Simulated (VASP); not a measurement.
# Tl2ZnCdC6N6 (Fm-3m) in VASP: notebook, part 2 of 2

VASP 6.6.1.

## Step 3: Single point, PBE

This run uses another cell than the first one, of 23.23 Å³/atom.

INCAR reads:

```
SYSTEM = Tl2ZnCdC6N6
PREC     = Accurate       ! precision mode
ENCUT    = 520            ! plane-wave cutoff, eV
EDIFF    = 1E-7           ! SCF threshold, eV
ISMEAR   = 0              ! smearing method
SIGMA    = 0.1            ! smearing width, eV
LREAL    = Auto         
LASPH    = .TRUE.         ! aspherical terms in the spheres
NELM     = 80             ! most SCF steps
ALGO     = Normal         ! electronic algorithm
ISIF     = 2              ! what is computed and relaxed
LWAVE    = .FALSE.        ! write WAVECAR
LCHARG   = .TRUE.         ! write CHGCAR
GGA      = PE             ! functional
LELF     = .TRUE.         ! ELF
LVHAR    = .TRUE.       
NBANDS   = 66             ! bands
```

KPOINTS reads:

```
regular mesh
0
G
  4 4 4
  0 0 0
```

POSCAR reads:

```
Tl2ZnCdC6N6
1.0
    0.0000000000      5.7062500666      5.7062500666
    5.7062500666      0.0000000000      5.7062500666
    5.7062500666      5.7062500666      0.0000000000
Zn Tl Cd C N
1 2 1 6 6
Direct
    0.5000000000      0.5000000000      0.5000000000
    0.2500000000      0.2500000000      0.2500000000
    0.7500000000      0.7500000000      0.7500000000
    0.0000000000      0.0000000000      0.0000000000
    0.7894669156      0.2105330844      0.2105330844
    0.2105330844      0.7894669156      0.2105330844
    0.2105330844      0.2105330844      0.7894669156
    0.2105330844      0.7894669156      0.7894669156
    0.7894669156      0.2105330844      0.7894669156
    0.7894669156      0.7894669156      0.2105330844
    0.6869596665      0.3130403335      0.3130403335
    0.3130403335      0.6869596665      0.3130403335
    0.3130403335      0.3130403335      0.6869596665
    0.3130403335      0.6869596665      0.6869596665
    0.6869596665      0.3130403335      0.6869596665
    0.6869596665      0.6869596665      0.3130403335
```

Potentials or basis: VASP PAW PBE potentials, release 64 (Zn, Tl_d, Cd, C, N).

The run is started by

```sh
$ cat potpaw_PBE.64/Zn/POTCAR potpaw_PBE.64/Tl_d/POTCAR potpaw_PBE.64/Cd/POTCAR potpaw_PBE.64/C/POTCAR potpaw_PBE.64/N/POTCAR > POTCAR
$ mpirun -np 1 vasp_std > vasp.out
```

OUTCAR:

```text
SYSTEM = Tl2ZnCdC6N6
   PREC = Accurate
   ENCUT = 520
   EDIFF = 1E-7
   ISMEAR = 0
   LREAL = Auto
   LASPH = .TRUE.
   NELM = 80
   ISIF = 2
   GGA = PE

 ion  position               nearest neighbor table
   1  0.500  0.500  0.500-  11 2.13  12 2.13  13 2.13  14 2.13  15 2.13  16 2.13
   2  0.250  0.250  0.250-
   3  0.750  0.750  0.750-
   4  0.000  0.000  0.000-   5 2.40   6 2.40   7 2.40   8 2.40   9 2.40  10 2.40
   5  0.789  0.211  0.211-  11 1.17   4 2.40
   6  0.211  0.789  0.211-  12 1.17   4 2.40
   7  0.211  0.211  0.789-  13 1.17   4 2.40
   8  0.211  0.789  0.789-  14 1.17   4 2.40
   9  0.789  0.211  0.789-  15 1.17   4 2.40
  10  0.789  0.789  0.211-  16 1.17   4 2.40
  11  0.687  0.313  0.313-   5 1.17   1 2.13
  12  0.313  0.687  0.313-   6 1.17   1 2.13
  13  0.313  0.313  0.687-   7 1.17   1 2.13
  14  0.313  0.687  0.687-   8 1.17   1 2.13
  15  0.687  0.313  0.687-   9 1.17   1 2.13
  16  0.687  0.687  0.313-  10 1.17   1 2.13

  LATTYP: Found a face centered cubic cell.
 ALAT       =    11.4125001332

  Lattice vectors:

 A1 = (   0.0000000000,   5.7062500666,   5.7062500666)
 A2 = (   5.7062500666,   0.0000000000,   5.7062500666)
 A3 = (   5.7062500666,   5.7062500666,   0.0000000000)

Analysis of symmetry for initial positions (statically):
=====================================================================
 Subroutine PRICEL returns:
 Original cell was already a primitive cell.

 Routine SETGRP: Setting up the symmetry group for a
 face centered cubic supercell.

 Subroutine GETGRP returns: Found 48 space group operations
 (whereof 48 operations were pure point group operations)
 out of a pool of 48 trial point group operations.

The static configuration has the point symmetry O_h .

Analysis of symmetry for dynamics (positions and initial velocities):
=====================================================================
 Subroutine PRICEL returns:
 Original cell was already a primitive cell.

 Routine SETGRP: Setting up the symmetry group for a
 face centered cubic supercell.

 Subroutine GETGRP returns: Found 48 space group operations
 (whereof 48 operations were pure point group operations)
 out of a pool of 48 trial point group operations.

The dynamic configuration has the point symmetry O_h .

 Subroutine INISYM returns: Found 48 space group operations
 (whereof 48 operations are pure point group operations),
 and found     1 'primitive' translations

----------------------------------------------------------------------------------------

                                     Primitive cell

  volume of cell :     371.6057

  direct lattice vectors                    reciprocal lattice vectors
     0.000000000  5.706250067  5.706250067    -0.087623219  0.087623219  0.087623219
     5.706250067  0.000000000  5.706250067     0.087623219 -0.087623219  0.087623219
     5.706250067  5.706250067  0.000000000     0.087623219  0.087623219 -0.087623219

  length of vectors
     8.069856234  8.069856234  8.069856234     0.151767867  0.151767867  0.151767867

  position of ions in fractional coordinates (direct lattice)
     0.500000000  0.500000000  0.500000000
     0.250000000  0.250000000  0.250000000
     0.750000000  0.750000000  0.750000000
[... 64 lines left out ...]
  0.250000  0.250000  0.000000      6.000000
  0.500000  0.250000  0.000000     24.000000
 -0.250000  0.250000  0.000000     12.000000
  0.500000  0.500000  0.000000      3.000000
 -0.250000  0.500000  0.250000      6.000000
   k-points           NKPTS =      8   k-points in BZ     NKDIM =      8   number of bands    NBANDS=     66
   number of dos      NEDOS =    301   number of ions     NIONS =     16
   total plane-waves  NPLWV = 216000
   dimension x,y,z NGX =    60 NGY =   60 NGZ =   60
   dimension x,y,z NGXF=   120 NGYF=  120 NGZF=  120
   ions per type =               1   2   1   6   6
   NGX,Y,Z   is equivalent  to a cutoff of  12.36, 12.36, 12.36 a.u.
   NGXF,Y,Z  is equivalent  to a cutoff of  24.72, 24.72, 24.72 a.u.
 SYSTEM =  Tl2ZnCdC6N6
   PREC   = accura    normal or accurate (medium, high low for compatibility)
   ISTART =      0    job   : 0-new  1-cont  2-samecut
   ICHARG =      2    charge: 1-file 2-atom 10-const
   ISPIN  =      1    spin polarized calculation?
   LNONCOLLINEAR =      F non collinear calculations
   LSORBIT =      F    spin-orbit coupling
   LASPH  =      T    aspherical Exc in radial PAW
   ENCUT  =  520.0 eV  38.22 Ry    6.18 a.u.  15.00 15.00 15.00*2*pi/ulx,y,z
   NELM   =     80;   NELMIN=  2; NELMDL= -5     # of ELM steps
   EDIFF  = 0.1E-06   stopping-criterion for ELM
   LREAL  =      T    real-space projection
   EDIFFG = 0.1E-05   stopping-criterion for IOM
   NSW    =      0    number of steps for IOM
   IBRION =     -1    ionic relax: 0-MD 1-quasi-New 2-CG
   NFREE  =      0    steps in history (QN), initial steepest desc. (CG)
   ISIF   =      2    stress and relaxation
   ISYM   =      2    0-nonsym 1-usesym 2-fastsym
   POTIM  = 0.5000    time-step for ionic-motion
   TEBEG  =    0.0;   TEEND  =   0.0 temperature during run
   PSTRESS=    0.0 pullay stress
   NELECT =     104.0000    total number of electrons
   NUPDOWN=      -1.0000    fix difference up-down
   EMIN   =  10.00;   EMAX   =-10.00  energy-range for DOS
   EFERMI =   0.00;   METHOD = LEGACY
   ISMEAR =     0;   SIGMA  =   0.10  broadening in eV -4-tet -1-fermi 0-gaus
   EFERMI_NEDOS =   21; number of points for ismear=-14 and -15
   IALGO  =     38    algorithm
   IMIX   =      4    mixing-type and parameters
     AMIX     =   0.40;   BMIX     =  1.00
     AMIX_MAG =   1.60;   BMIX_MAG =  1.00
  volume/ion in A,a.u.               =      23.23       156.73
  Fermi-wavevector in a.u.,A,eV,Ry     =   1.070841  2.023597 15.601818  1.146701
  Thomas-Fermi vector in A             =   2.206564
   LORBIT       =      0    0 simple, 1 ext, 2 COOP (PROOUT), +10 PAW based schemes
   GGA     = PE    functional components
   LHFCALC =     F    Hartree Fock is set to
   AEXX    =    0.0000 exact exchange contribution
   IVDW    =     0    specifies the selected vdW correction
   LEPSILON=     F    determine dielectric tensor
   LRPA    =     F    only Hartree local field effects (RPA)
 non-spin polarized calculation
 Gauss-broadening in eV      SIGMA  =   0.10
  energy-cutoff  :      520.00
  volume of cell :      371.61
 maximum number of plane-waves:     10086
   NGX = 29   NGY = 29   NGZ = 29

 number of electron     104.0000027 magnetization

 Free energy of the ion-electron system (eV)
  ---------------------------------------------------
  ext. energy  EPLUGINS =         0.00000000
  ---------------------------------------------------
  free energy    TOTEN  =      -104.82379164 eV

  energy without entropy =     -104.82379164  energy(sigma->0) =     -104.82379164

 E-fermi :  -0.3858     XC(G=0):  -7.3638

 val. band max:       -0.8375735146   @ k =   0.5000   0.5000   0.0000
 cond. band min:       1.6801764294   @ k =   0.5000   0.5000   0.0000
 fundamental gap:      2.5177499440
 Fermi energy:        -0.3858342853

 k-point     1 :       0.0000    0.0000    0.0000
  band No.  band energies     occupation
      1     -17.4876      2.00000
      2     -17.3335      2.00000
      3     -17.3334      2.00000
      4     -17.3334      2.00000
      5     -17.2804      2.00000
      6     -17.2804      2.00000
[... 525 lines left out ...]
     63       4.6691      0.00000
     64       4.6732      0.00000
 [bands above 64 left out]

------------------------ aborting loop because EDIFF is reached ----------------------------------------

  FORCE on cell =-STRESS in cart. coord.  units (eV):
  Direction    XX          YY          ZZ          XY          YZ          ZX
  --------------------------------------------------------------------------------------
  -------------------------------------------------------------------------------------
  Total        1.3884937      1.3884937      1.3884937     -0.0000000     -0.0000000     -0.0000000
  in kB        5.9864878      5.9864878      5.9864878     -0.0000000     -0.0000000     -0.0000000
  external PRESSURE =       5.9864878 kB  Pullay stress =       0.0000000 kB

 VOLUME and BASIS-vectors are now :
 -----------------------------------------------------------------------------
  energy-cutoff  :      520.00
  volume of cell :      371.61
      direct lattice vectors                 reciprocal lattice vectors
     0.000000000  5.706250067  5.706250067    -0.087623219  0.087623219  0.087623219
     5.706250067  0.000000000  5.706250067     0.087623219 -0.087623219  0.087623219
     5.706250067  5.706250067  0.000000000     0.087623219  0.087623219 -0.087623219

 POSITION                                       TOTAL-FORCE (eV/Angst)
 -----------------------------------------------------------------------------------
      5.70625      5.70625      5.70625        -0.000000      0.000000      0.000000
      2.85313      2.85313      2.85313        -0.000000      0.000000      0.000000
      8.55938      8.55938      8.55938        -0.000000     -0.000000      0.000000
      0.00000      0.00000      0.00000        -0.000000      0.000000      0.000000
      2.40271      5.70625      5.70625        -0.373970      0.000000      0.000000
      5.70625      2.40271      5.70625        -0.000000     -0.373970      0.000000
[... 8 lines left out ...]
      5.70625      7.83993      5.70625        -0.000000     -0.380074      0.000000
      5.70625      5.70625      7.83993        -0.000000      0.000000     -0.380074
 -----------------------------------------------------------------------------------
    total drift:                               -0.000000     -0.000000      0.000000

  FREE ENERGIE OF THE ION-ELECTRON SYSTEM (eV)
  ---------------------------------------------------
  free  energy   TOTEN  =      -104.8237916418 eV

  energy  without entropy=     -104.8237916418  energy(sigma->0) =     -104.82379164
```

Run time: 12 min. Hardware: 1 thread of AMD EPYC 7R13, shared host; peak memory 0.57 GiB.

Results:

* Free energy: -104.8238 eV
* Pressure: 0.6 GPa
* Largest force: 0.380 eV/Å
* Band gap on the k mesh: 2.52 eV

Forces in eV/Å, atoms in the order of the input:
```
Zn   0.000  0.000  0.000
Tl   0.000  0.000  0.000
Tl   0.000  0.000  0.000
Cd   0.000  0.000  0.000
C   -0.374  0.000  0.000
C    0.000 -0.374  0.000
C    0.000  0.000 -0.374
C    0.374  0.000  0.000
C    0.000  0.374  0.000
C    0.000  0.000  0.374
N    0.380  0.000  0.000
N    0.000  0.380  0.000
N    0.000  0.000  0.380
N   -0.380  0.000  0.000
N    0.000 -0.380  0.000
N    0.000  0.000 -0.380
```

Caveat: spin-orbit coupling is left out, which moves the levels of the heavy elements.

## Step 4: Single point, PBE

This run uses another cell than the first one, of 23.37 Å³/atom.

INCAR reads:

```
ALGO = Normal
EDIFF = 1E-6
ENCUT = 520
GGA = PE
ISIF = 2
ISMEAR = 0
LASPH = True
LCHARG = True
LELF = True
LREAL = Auto
LVHAR = True
LWAVE = False
NBANDS = 66
NELM = 60
PREC = Accurate
SIGMA = 0.02
```

KPOINTS reads:

```
k-points
0
Gamma
  4 4 4
```

POSCAR reads:

```
Tl2ZnCdC6N6
1.0
    0.0000000000      5.7178252063      5.7178252063
    5.7178252063      0.0000000000      5.7178252063
    5.7178252063      5.7178252063      0.0000000000
Zn Tl Cd C N
1 2 1 6 6
Direct
    0.5000000000      0.5000000000      0.5000000000
    0.2500000000      0.2500000000      0.2500000000
    0.7500000000      0.7500000000      0.7500000000
    0.0000000000      0.0000000000      0.0000000000
    0.7893952145      0.2106047855      0.2106047855
    0.2106047855      0.7893952145      0.2106047855
    0.2106047855      0.2106047855      0.7893952145
    0.2106047855      0.7893952145      0.7893952145
    0.7893952145      0.2106047855      0.7893952145
    0.7893952145      0.7893952145      0.2106047855
    0.6870726998      0.3129273002      0.3129273002
    0.3129273002      0.6870726998      0.3129273002
    0.3129273002      0.3129273002      0.6870726998
    0.3129273002      0.6870726998      0.6870726998
    0.6870726998      0.3129273002      0.6870726998
    0.6870726998      0.6870726998      0.3129273002
```

Potentials or basis: VASP PAW PBE potentials, release 64 (Zn, Tl_d, Cd, C, N).

The run is started by

```sh
$ cat potpaw_PBE.64/Zn/POTCAR potpaw_PBE.64/Tl_d/POTCAR potpaw_PBE.64/Cd/POTCAR potpaw_PBE.64/C/POTCAR potpaw_PBE.64/N/POTCAR > POTCAR
$ mpirun -np 1 vasp_std > vasp.out
```

OUTCAR:

```text
EDIFF = 1E-6
   ENCUT = 520
   GGA = PE
   ISIF = 2
   ISMEAR = 0
   LASPH = True
   LREAL = Auto
   NELM = 60
   PREC = Accurate

 ion  position               nearest neighbor table
   1  0.500  0.500  0.500-  11 2.14  12 2.14  13 2.14  14 2.14  15 2.14  16 2.14
   2  0.250  0.250  0.250-
   3  0.750  0.750  0.750-
   4  0.000  0.000  0.000-   5 2.41   6 2.41   7 2.41   8 2.41   9 2.41  10 2.41
   5  0.789  0.211  0.211-  11 1.17   4 2.41
   6  0.211  0.789  0.211-  12 1.17   4 2.41
   7  0.211  0.211  0.789-  13 1.17   4 2.41
[... 754 lines left out ...]
  Total        0.9135954      0.9135954      0.9135954      0.0000000     -0.0000000      0.0000000
  in kB        3.9150910      3.9150910      3.9150910      0.0000000     -0.0000000      0.0000000
  external PRESSURE =       3.9150910 kB  Pullay stress =       0.0000000 kB

 VOLUME and BASIS-vectors are now :
 -----------------------------------------------------------------------------
  energy-cutoff  :      520.00
  volume of cell :      373.87
      direct lattice vectors                 reciprocal lattice vectors
     0.000000000  5.717825206  5.717825206    -0.087445835  0.087445835  0.087445835
     5.717825206  0.000000000  5.717825206     0.087445835 -0.087445835  0.087445835
     5.717825206  5.717825206  0.000000000     0.087445835  0.087445835 -0.087445835

 POSITION                                       TOTAL-FORCE (eV/Angst)
 -----------------------------------------------------------------------------------
      5.71783      5.71783      5.71783         0.000000      0.000000      0.000000
      2.85891      2.85891      2.85891        -0.000000     -0.000000      0.000000
      8.57674      8.57674      8.57674         0.000000      0.000000      0.000000
      0.00000      0.00000      0.00000         0.000000      0.000000      0.000000
      2.40840      5.71783      5.71783        -0.376189      0.000000      0.000000
      5.71783      2.40840      5.71783         0.000000     -0.376189      0.000000
[... 8 lines left out ...]
      5.71783      7.85712      5.71783         0.000000     -0.393623      0.000000
      5.71783      5.71783      7.85712         0.000000      0.000000     -0.393623
 -----------------------------------------------------------------------------------
    total drift:                               -0.000000     -0.000000      0.000000

  FREE ENERGIE OF THE ION-ELECTRON SYSTEM (eV)
  ---------------------------------------------------
  free  energy   TOTEN  =      -104.8270841490 eV

  energy  without entropy=     -104.8270841490  energy(sigma->0) =     -104.82708415
```

stdout:

```text
POSCAR found type information on POSCAR ZnTlCdC N
 POSCAR found :  5 types and      16 ions
 scaLAPACK will be used
 LDA part: xc-table for (Slater+PW92), standard interpolation
 POSCAR, INCAR and KPOINTS ok, starting setup
 FFT: planning ... GRIDC
 FFT: planning ... GRID_SOFT
 FFT: planning ... GRID
 WAVECAR not read
 entering main loop
```

Wall time 11 min (1 thread of AMD EPYC 7R13, shared host); peak memory 0.57 GiB.

Results:

```yaml
Free_energy: -104.8271 eV
Pressure: 0.4 GPa
Largest_force: 0.394 eV/Å
Band_gap_on_the_k_mesh: 2.53 eV
```

Forces in eV/Å, atoms in the order of the input:
```
Zn   0.000  0.000  0.000
Tl   0.000  0.000  0.000
Tl   0.000  0.000  0.000
Cd   0.000  0.000  0.000
C   -0.376  0.000  0.000
C    0.000 -0.376  0.000
C    0.000  0.000 -0.376
C    0.376  0.000  0.000
C    0.000  0.376  0.000
C    0.000  0.000  0.376
N    0.394  0.000  0.000
N    0.000  0.394  0.000
N    0.000  0.000  0.394
N   -0.394  0.000  0.000
N    0.000 -0.394  0.000
N    0.000  0.000 -0.394
```

Levels at points of the mesh, in eV from the valence-band top:
```tsv
k point	band 49	band 50	band 51	band 52	band 53	band 54	band 55	band 56
(0.00, 0.00, 0.00)	-2.13	-2.13	-0.02	-0.02	2.96	2.96	2.96	3.44
(0.50, 0.00, 0.00)	-1.09	-1.09	-0.43	-0.43	2.84	2.85	3.08	3.08
(0.50, 0.50, 0.00)	-1.77	-1.71	-0.61	0.00	2.53	2.84	2.84	3.22
```

Caveat: spin-orbit coupling is left out, which moves the levels of the heavy elements. A k mesh can miss the band edges.

## Step 5: Overview

```tsv
cell	smearing	gap on the mesh (eV)	pressure (GPa)	largest force (eV/Å)
a = 7.324 Å, angles 60.0°, 16 atoms, atomic positions A	gaussian 0.1 eV	0.87	18.8	5.23
a = 8.070 Å, angles 60.0°, 16 atoms, atomic positions B	gaussian 0.1 eV	2.52	0.6	0.38
a = 8.086 Å, angles 60.0°, 16 atoms, atomic positions C	gaussian 0.02 eV	2.53	0.4	0.39
```

Alike in all rows: task single point; level PBE; potentials or basis VASP PAW PBE potentials, release 64 (Zn, Tl_d, Cd, C, N); no spin polarisation; k mesh 4 × 4 × 4; cutoff (eV) 520.

Caveats: spin-orbit coupling is left out, which moves the levels of the heavy elements; the cell stands under pressure (at least some runs); forces of over 1 eV/Å act on the atoms, so gaps and moduli don't describe the material at rest (at least some runs).

Absolute energies hang on the potentials; compare differences alone.
